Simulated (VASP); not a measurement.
# KBr in VASP: single point with PBEsol

Aim: the single point of KBr with PBEsol.

All numbers are computed with VASP 6.6.1; they aren't measurements. Logs are shortened: lines on timing, memory, paths and dates and some standing lists are left out, and cuts for length are marked.

## (1) The cell of the first run

The typed cell holds 8 atoms: a = 4.632 Å, b = 6.549 Å, c = 13.102 Å, α = 89.96°, β = 90.03°, γ = 135.00°.

## (2) Single point, PBEsol

File INCAR:

```
SYSTEM = KBr
ALGO = Normal
EDIFF = 1E-6
ENCUT = 520
GGA = PS
ISIF = 2
ISMEAR = -1
LASPH = .TRUE.
LCHARG = .FALSE.
LREAL = .FALSE.
LWAVE = .FALSE.
NBANDS = 42
NELM = 80
PREC = Accurate
SIGMA = 0.05
```

File KPOINTS:

```
k-points
0
G
  6 6 2
  0 0 0
```

File POSCAR:

```
KBr
1.0
    4.4703879973     -1.2121955743      0.0084612188
   -3.2573167935      5.6814494247     -0.0035895634
   -0.0317204245      0.0009887573     13.1018264938
K Br
4 4
Direct
   -0.0058388563     -0.0110217528     -0.0331152143
   -0.0062541550      0.4887750341      0.2168846929
   -0.0062193097     -0.0112202607      0.4668892412
    0.9941477920      0.4889832972      0.7168848073
   -0.0062391615     -0.0112173535      0.2168866777
   -0.0062359999      0.4887715787      0.4668816874
   -0.0058620685     -0.0110216899      0.7168846525
    0.9941752393      0.4889851268      0.9668881917
```

Potentials or basis: VASP PAW PBE potentials, release 64 (K_sv, Br).

On the command line:

```
$ cat potpaw_PBE.64/K_sv/POTCAR potpaw_PBE.64/Br/POTCAR > POTCAR
$ mpirun -np 1 vasp_std > vasp.out
```

OUTCAR:

```text
SYSTEM = KBr
   EDIFF = 1E-6
   ENCUT = 520
   GGA = PS
   ISIF = 2
   ISMEAR = -1
   LASPH = .TRUE.
   LREAL = .FALSE.
   NELM = 80
   PREC = Accurate

 ion  position               nearest neighbor table
   1  0.994  0.989  0.967-   8 3.27   8 3.27   8 3.28   8 3.28   7 3.28   5 3.28
   2  0.994  0.489  0.217-   5 3.27   5 3.27   5 3.28   5 3.28   8 3.28   6 3.28
   3  0.994  0.989  0.467-   6 3.27   6 3.27   6 3.28   6 3.28   7 3.28   5 3.28
   4  0.994  0.489  0.717-   7 3.27   7 3.27   7 3.28   7 3.28   6 3.28   8 3.28
   5  0.994  0.989  0.217-   2 3.27   2 3.27   2 3.28   2 3.28   1 3.28   3 3.28
   6  0.994  0.489  0.467-   3 3.27   3 3.27   3 3.28   3 3.28   2 3.28   4 3.28
   7  0.994  0.989  0.717-   4 3.27   4 3.27   4 3.28   4 3.28   3 3.28   1 3.28
   8  0.994  0.489  0.967-   1 3.27   1 3.27   1 3.28   1 3.28   2 3.28   4 3.28

  LATTYP: Found a base centered monoclinic cell.
 ALAT       =    52.8103733906
 B/A-ratio  =     0.1240399586
 C/A-ratio  =     0.2480926395
 COS(beta)  =    -0.9922810800

  Lattice vectors:

 A1 = (   1.2765120528,   4.4672763358, -26.1987813322)
 A2 = (  -4.4069471483,   1.2102180597, -26.2121142064)
 A3 = (  -0.0317204245,   0.0009887573,  13.1018264938)

Analysis of symmetry for initial positions (statically):
=====================================================================
 Subroutine PRICEL returns:
 Original cell was already a primitive cell.

 Routine SETGRP: Setting up the symmetry group for a
 base centered monoclinic supercell.

 Subroutine GETGRP returns: Found  1 space group operations
 (whereof  1 operations were pure point group operations)
 out of a pool of  4 trial point group operations.

The static configuration has the point symmetry C_1 .

Analysis of symmetry for dynamics (positions and initial velocities):
=====================================================================
 Subroutine PRICEL returns:
 Original cell was already a primitive cell.

 Routine SETGRP: Setting up the symmetry group for a
 base centered monoclinic supercell.

 Subroutine GETGRP returns: Found  1 space group operations
 (whereof  1 operations were pure point group operations)
 out of a pool of  4 trial point group operations.

The dynamic configuration has the point symmetry C_1 .

 Subroutine INISYM returns: Found  1 space group operations
 (whereof  1 operations are pure point group operations),
 and found     1 'primitive' translations

----------------------------------------------------------------------------------------

                                     Primitive cell

  volume of cell :     281.0326

  direct lattice vectors                    reciprocal lattice vectors
     4.470387997 -1.212195574  0.008461219     0.264870891  0.151857492  0.000629810
    -3.257316793  5.681449425 -0.003589563     0.056512951  0.208411786  0.000121094
    -0.031720424  0.000988757 13.101826494    -0.000155572 -0.000040971  0.076324863

  length of vectors
     4.631831015  6.548968861 13.101864930     0.305315711  0.215937956  0.076325032

  position of ions in fractional coordinates (direct lattice)
     0.994161144  0.988978247  0.966884786
     0.993745845  0.488775034  0.216884693
     0.993780690  0.988779739  0.466889241
     0.994147792  0.488983297  0.716884807
     0.993760839  0.988782646  0.216886678
     0.993764000  0.488771579  0.466881687
     0.994137931  0.988978310  0.716884652
     0.994175239  0.488985127  0.966888192

  ion indices of the primitive-cell ions
   primitive index   ion index
                 1           1
                 2           2
                 3           3
                 4           4
                 5           5
                 6           6
                 7           7
                 8           8

----------------------------------------------------------------------------------------

 KPOINTS: k-points

Automatic generation of k-mesh.
 Grid dimensions read from file:
 generate k-points for:    6    6    2

 Generating k-lattice:

  Cartesian coordinates                     Fractional coordinates (reciprocal lattice)
     0.044145148  0.025309582  0.000104968     0.166666667  0.000000000  0.000000000
     0.009418825  0.034735298  0.000020182     0.000000000  0.166666667  0.000000000
    -0.000077786 -0.000020485  0.038162431     0.000000000  0.000000000  0.500000000

  Length of vectors
     0.050885952  0.035989659  0.038162516

  Shift w.r.t. Gamma in fractional coordinates (k-lattice)
     0.000000000  0.000000000  0.000000000

 Subroutine IBZKPT returns following result:
 ===========================================

 Found     40 irreducible k-points:

 Following reciprocal coordinates:
            Coordinates               Weight
  0.000000  0.000000  0.000000      1.000000
  0.166667  0.000000  0.000000      2.000000
  0.333333  0.000000  0.000000      2.000000
  0.500000  0.000000  0.000000      1.000000
 -0.000000  0.166667  0.000000      2.000000
  0.166667  0.166667  0.000000      2.000000
[... 16 lines left out ...]
  0.333333 -0.000000  0.500000      2.000000
  0.500000  0.000000  0.500000      1.000000
 [... further k-points ...]
   k-points           NKPTS =     40   k-points in BZ     NKDIM =     40   number of bands    NBANDS=     42
   number of dos      NEDOS =    301   number of ions     NIONS =      8
   total plane-waves  NPLWV = 176400
   dimension x,y,z NGX =    36 NGY =   50 NGZ =   98
   dimension x,y,z NGXF=    72 NGYF=  100 NGZF=  196
   ions per type =               4   4
   NGX,Y,Z   is equivalent  to a cutoff of  12.92, 12.69, 12.43 a.u.
   NGXF,Y,Z  is equivalent  to a cutoff of  25.84, 25.39, 24.87 a.u.
 SYSTEM =  KBr
   PREC   = accura    normal or accurate (medium, high low for compatibility)
   ISTART =      0    job   : 0-new  1-cont  2-samecut
   ICHARG =      2    charge: 1-file 2-atom 10-const
   ISPIN  =      1    spin polarized calculation?
   LNONCOLLINEAR =      F non collinear calculations
   LSORBIT =      F    spin-orbit coupling
   LASPH  =      T    aspherical Exc in radial PAW
   ENCUT  =  520.0 eV  38.22 Ry    6.18 a.u.   8.61 12.18 24.36*2*pi/ulx,y,z
   NELM   =     80;   NELMIN=  2; NELMDL= -5     # of ELM steps
   EDIFF  = 0.1E-05   stopping-criterion for ELM
   LREAL  =      F    real-space projection
   EDIFFG = 0.1E-04   stopping-criterion for IOM
   NSW    =      0    number of steps for IOM
   IBRION =     -1    ionic relax: 0-MD 1-quasi-New 2-CG
   NFREE  =      0    steps in history (QN), initial steepest desc. (CG)
   ISIF   =      2    stress and relaxation
   ISYM   =      2    0-nonsym 1-usesym 2-fastsym
   POTIM  = 0.5000    time-step for ionic-motion
   TEBEG  =    0.0;   TEEND  =   0.0 temperature during run
   PSTRESS=    0.0 pullay stress
   NELECT =      64.0000    total number of electrons
   NUPDOWN=      -1.0000    fix difference up-down
   EMIN   =  10.00;   EMAX   =-10.00  energy-range for DOS
   EFERMI =   0.00;   METHOD = LEGACY
   ISMEAR =    -1;   SIGMA  =   0.05  broadening in eV -4-tet -1-fermi 0-gaus
   EFERMI_NEDOS =   21; number of points for ismear=-14 and -15
   IALGO  =     38    algorithm
   IMIX   =      4    mixing-type and parameters
     AMIX     =   0.40;   BMIX     =  1.00
     AMIX_MAG =   1.60;   BMIX_MAG =  1.00
  volume/ion in A,a.u.               =      35.13       237.06
  Fermi-wavevector in a.u.,A,eV,Ry     =   0.999730  1.889215 13.598470  0.999459
  Thomas-Fermi vector in A             =   2.132039
   LORBIT       =      0    0 simple, 1 ext, 2 COOP (PROOUT), +10 PAW based schemes
   GGA     = PS    functional components
   LHFCALC =     F    Hartree Fock is set to
   AEXX    =    0.0000 exact exchange contribution
   IVDW    =     0    specifies the selected vdW correction
   LEPSILON=     F    determine dielectric tensor
   LRPA    =     F    only Hartree local field effects (RPA)
 non-spin polarized calculation
  energy-cutoff  :      520.00
  volume of cell :      281.03
 maximum number of plane-waves:      7619
 NGX is ok and might be reduce to    36
   NGX = 17   NGY = 25   NGZ = 49

 number of electron      64.0000005 magnetization

 Free energy of the ion-electron system (eV)
  ---------------------------------------------------
  ext. energy  EPLUGINS =         0.00000000
  ---------------------------------------------------
  free energy    TOTEN  =       -25.83957674 eV

  energy without entropy =      -25.83957674  energy(sigma->0) =      -25.83957674

 E-fermi :  -0.6447     XC(G=0):  -7.6413

 val. band max:       -1.7352641486   @ k =   0.0000   0.0000   0.0000
 cond. band min:       2.5986077382   @ k =   0.0000   0.0000   0.0000
 fundamental gap:      4.3338718868
 Fermi energy:        -0.6446518628

 k-point     1 :       0.0000    0.0000    0.0000
  band No.  band energies     occupation
      1     -29.3004      2.00000
      2     -29.2961      2.00000
      3     -29.2961      2.00000
      4     -29.2918      2.00000
      5     -14.1115      2.00000
      6     -14.1115      2.00000
[... 34 lines left out ...]
     41       5.7925      0.00000
     42       5.7963      0.00000

 k-point     2 :       0.1667    0.0000    0.0000
  band No.  band energies     occupation
      1     -29.2982      2.00000
      2     -29.2949      2.00000
      3     -29.2949      2.00000
      4     -29.2918      2.00000
      5     -14.1589      2.00000
      6     -14.1589      2.00000
[... 34 lines left out ...]
     41       6.4973      0.00000
     42       6.5004      0.00000

 k-point     3 :       0.3333    0.0000    0.0000
  band No.  band energies     occupation
      1     -29.2939      2.00000
      2     -29.2928      2.00000
      3     -29.2928      2.00000
      4     -29.2918      2.00000
      5     -14.1355      2.00000
      6     -14.1354      2.00000
[... 34 lines left out ...]
     41       6.4981      0.00000
     42       6.8085      0.00000

 k-point     4 :       0.5000    0.0000    0.0000
  band No.  band energies     occupation
      1     -29.2919      2.00000
      2     -29.2918      2.00000
      3     -29.2918      2.00000
      4     -29.2917      2.00000
      5     -14.0586      2.00000
      6     -14.0586      2.00000
[... 844 lines left out ...]
     41       6.3596      0.00000
     42       6.3598      0.00000

 k-point    23 :       0.3333   -0.0000    0.5000
  band No.  band energies     occupation
      1     -29.2937      2.00000
      2     -29.2935      2.00000
      3     -29.2921      2.00000
      4     -29.2920      2.00000
      5     -14.1055      2.00000
      6     -14.1053      2.00000
[... 34 lines left out ...]
     41       6.6687      0.00000
     42       6.6696      0.00000

 k-point    24 :       0.5000    0.0000    0.5000
  band No.  band energies     occupation
      1     -29.2919      2.00000
      2     -29.2918      2.00000
      3     -29.2918      2.00000
      4     -29.2917      2.00000
      5     -14.0146      2.00000
      6     -14.0146      2.00000
[... 34 lines left out ...]
     41       6.9496      0.00000
     42       6.9501      0.00000

 [... further k-points ...]
[... 5 lines left out ...]
  --------------------------------------------------------------------------------------
  -------------------------------------------------------------------------------------
  Total        0.0888508      0.0989500      0.0835994     -0.0050147     -0.0053183      0.0033330
  in kB        0.5065416      0.5641173      0.4766035     -0.0285888     -0.0303198      0.0190017
  external PRESSURE =       0.5157541 kB  Pullay stress =       0.0000000 kB

 VOLUME and BASIS-vectors are now :
 -----------------------------------------------------------------------------
  energy-cutoff  :      520.00
  volume of cell :      281.03
      direct lattice vectors                 reciprocal lattice vectors
     4.470387997 -1.212195574  0.008461219     0.264870891  0.151857492  0.000629810
    -3.257316793  5.681449425 -0.003589563     0.056512951  0.208411786  0.000121094
    -0.031720424  0.000988757 13.101826494    -0.000155572 -0.000040971  0.076324863

 POSITION                                       TOTAL-FORCE (eV/Angst)
 -----------------------------------------------------------------------------------
      1.19220      4.41467     12.67282        -0.000010     -0.000079      0.000073
      2.84345      1.57255      2.84824         0.000214      0.000047      0.000024
      1.20701      4.41351      6.12196         0.000080     -0.000011     -0.000123
      2.82871      1.57374      9.39916        -0.000063     -0.000118      0.000004
      1.21484      4.41330      2.84647         0.000021      0.000070     -0.000025
      2.83562      1.57276      6.12366         0.000096      0.000151      0.000122
      1.20003      4.41445      9.39736        -0.000107     -0.000012      0.000039
      2.82090      1.57397     12.67466        -0.000231     -0.000048     -0.000115
 -----------------------------------------------------------------------------------
    total drift:                                0.000123     -0.000165     -0.000045

  FREE ENERGIE OF THE ION-ELECTRON SYSTEM (eV)
  ---------------------------------------------------
  free  energy   TOTEN  =       -25.8395767435 eV

  energy  without entropy=      -25.8395767434  energy(sigma->0) =      -25.83957674
```

Wall time 8.5 min (1 thread of Intel Xeon Platinum 8375C at 2.90GHz (Ice Lake), shared host); peak memory 0.65 GiB.

Results:

| Property | Result |
| --- | --- |
| Free energy | -25.8396 eV |
| Pressure | 0.1 GPa |
| Band gap on the k mesh | 4.33 eV |

Caveat: the PAW data sets were made with another functional, which shifts forces and pressure a little. A k mesh can miss the band edges.
